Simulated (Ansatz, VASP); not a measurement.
Ga in VASP and in Ansatz

```xyz
2
Lattice="1.3387 -3.9533 -0.0167 1.3387 3.9533 -0.0167 -0.1539 0.0000 3.1954" Properties=species:S:1:pos:R:3 pbc="T T T"
Ga    1.3002   -2.9004    0.7821
Ga    1.2233    2.9004    2.3798
```

Alike in both runs: task single point; functional PBE; k mesh 13 × 13 × 11; occupations fermi-dirac, width 0.1 eV; no spin polarisation.

|  | VASP | Ansatz |
| --- | --- | --- |
| version | VASP 6.6.1 | Ansatz 0.2.0 |
| potentials or method | VASP PAW PBE potentials, release 64 (Ga_d), cutoff 500 eV | plane waves (420 eV) with PAW, scalar-relativistic |
| valence electrons in the cell | 26 | 26 |

VASP gave:

| Property | Result |
| --- | --- |
| pressure (GPa) | 8.5 |
| traceless stress, the component that is largest in VASP (GPa) | 1.16 |

Task: Which values does Ansatz return?

Result: Pressure (GPa): 8.5; traceless stress, the component that is largest in VASP (GPa): 1.14.
